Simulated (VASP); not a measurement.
Crystal: Si.

```
CELL_PARAMETERS angstrom
6.09952 0.00000 0.00000
-3.04976 5.28234 0.00000
0.00000 0.00000 3.77122
ATOMIC_POSITIONS crystal
Si 0.66667 0.33333 0.25000
Si 0.33333 0.66667 0.75000
Si 0.24628 0.31449 0.25000
Si 0.93179 0.24628 0.75000
Si 0.68551 0.93179 0.25000
Si 0.75372 0.68551 0.75000
Si 0.06821 0.75372 0.25000
Si 0.31449 0.06821 0.75000
```

```yaml
Program: VASP 6.6.1
Task: relaxation of cell and atoms
Functional: PBE
Potentials_or_basis: VASP PAW PBE potentials, release 64 (Si)
Cutoff: 600 eV
k_mesh: 6 × 6 × 10
Occupations: gaussian, width 0.1 eV
Spin: no spin polarisation
```

At the start: pressure 0.9 GPa; volume 15.19 Å³/atom.

Problem. How do energy, volume and symmetry change on relaxing?

Solution. Over 69 steps the energy falls by 108.9 meV/atom and the volume is 16.36 Å³/atom (+7.7 %); space group P6_3/m (No. 176, to 0.1 Å) before, P6_3/mmc (No. 194, to 0.1 Å).

Step by step:
```tsv
step	energy change (eV)	largest force (eV/Å)	pressure (GPa)	volume (Å³)
1	0.0000	0.0184	0.89	121.51
3	-0.0443	0.0747	-1.19	125.18
5	-0.0526	0.0680	-2.33	127.11
7	-0.1032	0.0634	-2.40	127.32
9	-0.1567	0.0795	-2.48	127.52
11	-0.1884	0.1176	-0.01	123.83
13	-0.1903	0.1055	0.10	123.63
15	-0.1967	0.0460	0.11	123.28
17	-0.1982	0.0409	-0.04	123.52
19	-0.2008	0.0499	-0.37	123.96
21	-0.2052	0.0569	0.36	123.01
23	-0.2006	0.0996	4.57	119.10
25	-0.2104	0.0780	2.18	121.12
27	-0.2120	0.0800	2.40	120.96
29	-0.2195	0.0936	3.30	120.32
31	-0.2526	0.2233	7.60	117.51
33	-0.2542	0.2130	7.33	117.68
35	-0.2570	0.2378	7.81	117.45
37	-0.2571	0.2412	7.88	117.41
39	-0.2666	0.2423	7.74	117.57
41	-0.3062	0.2498	7.13	118.27
43	-0.4258	0.3286	4.91	121.05
45	-0.5399	0.4096	1.21	126.43
47	-0.5555	0.3774	1.08	126.47
49	-0.5971	0.2414	-1.45	129.59
51	-0.6147	0.2394	-0.55	128.45
53	-0.6148	0.3662	2.58	125.23
55	-0.6575	0.2181	0.43	127.65
57	-0.7013	0.2629	-0.72	130.01
59	-0.8073	0.1196	0.86	128.99
61	-0.8381	0.1002	2.15	128.01
63	-0.8623	0.1432	0.10	130.85
65	-0.8700	0.0471	-0.11	131.06
67	-0.8707	0.0131	-0.19	131.14
69	-0.8709	0.0075	0.01	130.86
```

Final structure:
```xyz
8
Lattice="7.0452 0.0000 0.0000 -3.5226 6.1014 0.0000 0.0000 0.0000 3.0443" Properties=species:S:1:pos:R:3 pbc="T T T"
Si    3.5226    2.0338    0.7611
Si    0.0000    4.0676    2.2832
Si    0.0130    2.0340    0.7611
Si    5.2902    1.0282    2.2832
Si    1.7547    5.0956    0.7611
Si    3.5097    4.0674    2.2832
Si   -1.7676    5.0731    0.7611
Si    1.7680    1.0058    2.2832
```

Caveat: a cell axis changed by over 15 % at a fixed basis, so the end point is rough.
